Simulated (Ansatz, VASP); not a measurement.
## SnTe3 in VASP and in Ansatz

```
Sn Te
1.0
    -2.66947    4.51757    3.06773
     2.66947   -4.51757    3.06773
     2.66947    4.51757   -3.06773
Sn Te
1 3
Direct
  0.50000 0.50000 0.00000
  0.00000 0.00000 0.00000
  0.67193 0.00000 0.67193
  0.32807 0.00000 0.32807
```

Alike in both runs: functional PBE; k mesh 4 × 4 × 4; occupations gaussian, width 0.1 eV; no spin polarisation.

Ansatz relaxed the structure, and its values are those at the end. VASP's run is a single point on that final structure, the one shown.

|  | VASP | Ansatz |
| --- | --- | --- |
| version | VASP 6.6.1 | Ansatz 0.2.0 |
| potentials or method | VASP PAW PBE potentials, release 64 (Sn_d, Te), cutoff 520 eV | scalar-relativistic, plane waves, PAW |
| valence electrons in the cell | 32 | 62 |

|  | VASP | Ansatz | Ansatz less VASP |
| --- | --- | --- | --- |
| gap on the k mesh at the Fermi level (eV) | none | none | - |
| pressure (GPa) | 0.0 | 0.0 | +0.03 |

A gap of «none» marks a metal or a gap that the smearing closes. VASP's potentials hold 32 valence electrons a cell and Ansatz's 62, so a difference there can come from the potentials and not from the codes.

The k mesh is coarse, so the values compare programs but aren't converged. Neither program's run includes spin-orbit coupling.
